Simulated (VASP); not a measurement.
# Ru (P6_3/mmc) in VASP: notebook

Runs on Ru. Level: r2SCAN. Tasks: single point.

All numbers are computed with VASP 6.6.1; they aren't measurements. Logs are shortened: lines on timing, memory, paths and dates and some standing lists are left out, and cuts for length are marked.

### 1 The cell of the first run

It takes space group P6_3/mmc (No. 194, hexagonal). Conventional cell: a = 2.625 Å, b = 2.625 Å, c = 4.153 Å, α = 90.00°, β = 90.00°, γ = 120.00°. Ru (site symmetry -6m2) has 12 Ru at 2.57 to 2.62 Å within 3.4 Å.

### 2 Single point, r2SCAN (strain -0.030 along x and y, -0.030 along z)

Contents of POSCAR:

```
Ru
1.0
    2.6246253542      0.0000000000      0.0000000000
   -1.3123126771      2.2729922322      0.0000000000
    0.0000000000      0.0000000000      4.1534430000
Ru
2
Direct
    0.3333333333      0.6666666667      0.2500000000
    0.6666666667      0.3333333333      0.7500000000
```

Contents of INCAR.step1:

```
SYSTEM = Ru
PREC = Accurate
ENCUT = 520
ISMEAR = 0
SIGMA = 0.15
LREAL = .FALSE.
LASPH = .TRUE.
NELM = 80
NBANDS = 21
GGA = PE
ALGO = Normal
EDIFF = 1E-4
LWAVE = .TRUE.
LCHARG = .FALSE.
```

Contents of INCAR.step2:

```
SYSTEM = Ru
PREC = Accurate
ENCUT = 520
EDIFF = 1E-7
ISMEAR = 0
SIGMA = 0.15
LREAL = .FALSE.
LASPH = .TRUE.
NELM = 80
ALGO = Normal
ISIF = 2
LWAVE = .FALSE.
LCHARG = .FALSE.
METAGGA = R2SCAN
LMIXTAU = .TRUE.
NBANDS = 21
ISTART = 1
```

Contents of KPOINTS:

```
Automatic mesh
0
G
  24 24 12
  0 0 0
```

Potentials or basis: VASP PAW PBE potentials, release 64 (Ru_pv).

Command:

```bash
$ cat potpaw_PBE.64/Ru_pv/POTCAR > POTCAR
$ cp INCAR.step1 INCAR
$ mpirun -np 1 vasp_std > vasp.out
$ cp INCAR.step2 INCAR
$ mpirun -np 1 vasp_std > vasp.out
```

OUTCAR:

```text
SYSTEM = Ru
   PREC = Accurate
   ENCUT = 520
   EDIFF = 1E-7
   ISMEAR = 0
   LREAL = .FALSE.
   LASPH = .TRUE.
   NELM = 80
   ISIF = 2
   METAGGA = R2SCAN
   ISTART = 1

 ion  position               nearest neighbor table
   1  0.333  0.667  0.250-   2 2.57   2 2.57   2 2.57   2 2.57   2 2.57   2 2.57
   2  0.667  0.333  0.750-   1 2.57   1 2.57   1 2.57   1 2.57   1 2.57   1 2.57

  LATTYP: Found a hexagonal cell.
 ALAT       =     2.6246253542
 C/A-ratio  =     1.5824898564

  Lattice vectors:

 A1 = (   2.6246253542,   0.0000000000,   0.0000000000)
 A2 = (  -1.3123126771,   2.2729922322,   0.0000000000)
 A3 = (   0.0000000000,   0.0000000000,   4.1534430000)

Analysis of symmetry for initial positions (statically):
=====================================================================
 Subroutine PRICEL returns:
 Original cell was already a primitive cell.

 Routine SETGRP: Setting up the symmetry group for a
 hexagonal supercell.

 Subroutine GETGRP returns: Found 24 space group operations
 (whereof 12 operations were pure point group operations)
 out of a pool of 24 trial point group operations.

The static configuration has the point symmetry D_3d.
 The point group associated with its full space group is D_6h.

Analysis of symmetry for dynamics (positions and initial velocities):
=====================================================================
 Subroutine PRICEL returns:
 Original cell was already a primitive cell.

 Routine SETGRP: Setting up the symmetry group for a
 hexagonal supercell.

 Subroutine GETGRP returns: Found 24 space group operations
 (whereof 12 operations were pure point group operations)
 out of a pool of 24 trial point group operations.

The dynamic configuration has the point symmetry D_3d.
 The point group associated with its full space group is D_6h.

 Subroutine INISYM returns: Found 24 space group operations
 (whereof 12 operations are pure point group operations),
 and found     1 'primitive' translations

----------------------------------------------------------------------------------------

                                     Primitive cell

  volume of cell :      24.7784

  direct lattice vectors                    reciprocal lattice vectors
     2.624625354  0.000000000  0.000000000     0.381006759  0.219974355  0.000000000
    -1.312312677  2.272992232  0.000000000     0.000000000  0.439948710  0.000000000
     0.000000000  0.000000000  4.153443000     0.000000000  0.000000000  0.240764108
[... 76 lines left out ...]
   ISTART =      1    job   : 0-new  1-cont  2-samecut
   ICHARG =      0    charge: 1-file 2-atom 10-const
   ISPIN  =      1    spin polarized calculation?
   LNONCOLLINEAR =      F non collinear calculations
   LSORBIT =      F    spin-orbit coupling
   LASPH  =      T    aspherical Exc in radial PAW
   ENCUT  =  520.0 eV  38.22 Ry    6.18 a.u.   4.88  4.88  7.72*2*pi/ulx,y,z
   NELM   =     80;   NELMIN=  2; NELMDL=  0     # of ELM steps
   EDIFF  = 0.1E-06   stopping-criterion for ELM
   LREAL  =      F    real-space projection
   EDIFFG = 0.1E-05   stopping-criterion for IOM
   NSW    =      0    number of steps for IOM
   IBRION =     -1    ionic relax: 0-MD 1-quasi-New 2-CG
   NFREE  =      0    steps in history (QN), initial steepest desc. (CG)
   ISIF   =      2    stress and relaxation
   ISYM   =      2    0-nonsym 1-usesym 2-fastsym
   POTIM  = 0.5000    time-step for ionic-motion
   TEBEG  =    0.0;   TEEND  =   0.0 temperature during run
   PSTRESS=    0.0 pullay stress
   NELECT =      28.0000    total number of electrons
   NUPDOWN=      -1.0000    fix difference up-down
   EMIN   =  10.00;   EMAX   =-10.00  energy-range for DOS
   EFERMI =   0.00;   METHOD = LEGACY
   ISMEAR =     0;   SIGMA  =   0.15  broadening in eV -4-tet -1-fermi 0-gaus
   EFERMI_NEDOS =   21; number of points for ismear=-14 and -15
   IALGO  =     38    algorithm
   IMIX   =      4    mixing-type and parameters
     AMIX     =   0.40;   BMIX     =  1.00
     AMIX_MAG =   1.60;   BMIX_MAG =  1.00
  volume/ion in A,a.u.               =      12.39        83.61
  Fermi-wavevector in a.u.,A,eV,Ry     =   1.705178  3.222319 39.560725  2.907631
  Thomas-Fermi vector in A             =   2.784446
   LORBIT       =      0    0 simple, 1 ext, 2 COOP (PROOUT), +10 PAW based schemes
   METAGGA = R2SCAN    functional components
   LHFCALC =     F    Hartree Fock is set to
   AEXX    =    0.0000 exact exchange contribution
   IVDW    =     0    specifies the selected vdW correction
   LEPSILON=     F    determine dielectric tensor
   LRPA    =     F    only Hartree local field effects (RPA)
 non-spin polarized calculation
 Gauss-broadening in eV      SIGMA  =   0.15
  energy-cutoff  :      520.00
  volume of cell :       24.78
 maximum number of plane-waves:       699
 NGX is ok and might be reduce to    20
   NGX =  9   NGY =  9   NGZ = 15

 number of electron      27.9999997 magnetization

 Free energy of the ion-electron system (eV)
  ---------------------------------------------------
  ext. energy  EPLUGINS =         0.00000000
  ---------------------------------------------------
  free energy    TOTEN  =       -50.61181405 eV

  energy without entropy =      -50.59438163  energy(sigma->0) =      -50.60309784

 E-fermi :  14.5033     XC(G=0): -16.0687

 val. band max:       14.4959929409   @ k =   0.2917   0.0000   0.1667
 cond. band min:      14.5064281954   @ k =   0.4167   0.0000   0.5000
 fundamental gap:      0.0104352545
 Fermi energy:        14.5032835620

 k-point     1 :       0.0000    0.0000    0.0000
  band No.  band energies     occupation
      1     -31.0258      2.00000
      2     -29.6758      2.00000
      3     -29.6758      2.00000
      4     -29.4348      2.00000
      5     -29.4348      2.00000
      6     -29.3718      2.00000
[... 565 lines left out ...]
     20      22.9218      0.00000
     21      27.0685      0.00000

 [... further k-points ...]
[... 5 lines left out ...]
  --------------------------------------------------------------------------------------
  -------------------------------------------------------------------------------------
  Total        5.8312879      5.8312879      5.8095604      0.0000000      0.0000000      0.0000000
  in kB      377.0522537    377.0522537    375.6473509      0.0000000      0.0000000      0.0000000
  external PRESSURE =     376.5839528 kB  Pullay stress =       0.0000000 kB

 VOLUME and BASIS-vectors are now :
 -----------------------------------------------------------------------------
  energy-cutoff  :      520.00
  volume of cell :       24.78
      direct lattice vectors                 reciprocal lattice vectors
     2.624625354  0.000000000  0.000000000     0.381006759  0.219974355  0.000000000
    -1.312312677  2.272992232  0.000000000     0.000000000  0.439948710  0.000000000
     0.000000000  0.000000000  4.153443000     0.000000000  0.000000000  0.240764108

 POSITION                                       TOTAL-FORCE (eV/Angst)
 -----------------------------------------------------------------------------------
     -0.00000      1.51533      1.03836         0.000000     -0.000000      0.000000
      1.31231      0.75766      3.11508        -0.000000      0.000000      0.000000
 -----------------------------------------------------------------------------------
    total drift:                               -0.000000      0.000000     -0.000000

  FREE ENERGIE OF THE ION-ELECTRON SYSTEM (eV)
  ---------------------------------------------------
  free  energy   TOTEN  =       -50.6118140540 eV

  energy  without entropy=      -50.5943816295  energy(sigma->0) =      -50.60309784
```

Run time: 6.1 min. Hardware: 1 thread of AMD EPYC 9R45 (Zen 5), shared host; peak memory 0.25 GiB.

Results:

```yaml
Free_energy: -50.6118 eV
Pressure: 37.7 GPa
Band_gap_on_the_k_mesh: zero (bands 14 and 15 overlap by 3.82 eV)
```

Caveat: the cell differs from its parent crystal (strain -0.030 along x and y, -0.030 along z); the cell stands under pressure; the PAW data sets were made with another functional, which shifts forces and pressure a little.

### 3 Single point, r2SCAN (strain -0.030 along x and y, -0.015 along z)

POSCAR, as its differences from that of step 2:

```diff
@@ -4,3 +4,3 @@
    -1.3123126771      2.2729922322      0.0000000000
-    0.0000000000      0.0000000000      4.1534430000
+    0.0000000000      0.0000000000      4.2176715000
 Ru
```

Contents of INCAR.step1:

```
SYSTEM = Ru
PREC     = Accurate       ! precision mode
ENCUT    = 520            ! plane-wave cutoff, eV
ISMEAR   = 0              ! smearing method
SIGMA    = 0.15           ! smearing width, eV
LREAL    = .False.        ! projectors in reciprocal space
LASPH    = .True.         ! aspherical terms in the spheres
NELM     = 60             ! most SCF steps
NBANDS   = 21             ! bands
GGA      = PE             ! functional
ALGO     = Normal         ! electronic algorithm
EDIFF    = 1E-4           ! SCF threshold, eV
LWAVE    = .True.         ! write WAVECAR
LCHARG   = .False.        ! write CHGCAR
```

Contents of INCAR.step2:

```
SYSTEM = Ru
PREC     = Accurate       ! precision mode
ENCUT    = 520            ! plane-wave cutoff, eV
EDIFF    = 1E-6           ! SCF threshold, eV
ISMEAR   = 0              ! smearing method
SIGMA    = 0.15           ! smearing width, eV
LREAL    = .False.        ! projectors in reciprocal space
LASPH    = .True.         ! aspherical terms in the spheres
NELM     = 60             ! most SCF steps
ALGO     = Normal         ! electronic algorithm
ISIF     = 2              ! what is computed and relaxed
LWAVE    = .False.        ! write WAVECAR
LCHARG   = .False.        ! write CHGCAR
METAGGA  = R2SCAN         ! meta-GGA
LMIXTAU  = .True.       
NBANDS   = 21             ! bands
ISTART   = 1
```

Contents of KPOINTS:

```
Automatic mesh
0
Gamma
  24 24 12
  0 0 0
```

Potentials or basis: VASP PAW PBE potentials, release 64 (Ru_pv).

Command:

```bash
$ cat potpaw_PBE.64/Ru_pv/POTCAR > POTCAR
$ cp INCAR.step1 INCAR
$ mpirun -np 1 vasp_std > vasp.out
$ cp INCAR.step2 INCAR
$ mpirun -np 1 vasp_std > vasp.out
```

It took 5.7 min on 1 thread of AMD EPYC 9R45 (Zen 5), shared host; peak memory 0.25 GiB.

Results (log left out):

- Free energy: -50.6847 eV
- Pressure: 30.0 GPa
- Band gap on the k mesh: zero (bands 14 and 15 overlap by 3.78 eV)

Stress tensor (GPa, compression positive):
```
33.23  0.00  0.00
 0.00 33.23  0.00
 0.00  0.00 23.46
```

Levels at points of the mesh, in eV from the Fermi level:
```tsv
k point	band 11	band 12	band 13	band 14	band 15	band 16	band 17	band 18
(0.00, 0.00, 0.00)	-3.02	-2.28	-2.28	-1.52	-1.52	1.25	1.36	1.36
(0.50, 0.00, 0.00)	-2.53	-1.95	-1.85	1.77	2.16	2.22	4.72	7.06
(0.00, 0.00, 0.50)	-3.19	-3.19	-3.19	-3.19	0.61	0.61	0.61	0.61
(0.50, 0.00, 0.50)	-1.20	-1.20	0.52	0.52	2.04	2.04	3.88	3.88
```

Caveat: the cell differs from its parent crystal (strain -0.030 along x and y, -0.015 along z); the stress differs along the axes, from 23 to 33 GPa; the PAW data sets were made with another functional, which shifts forces and pressure a little.
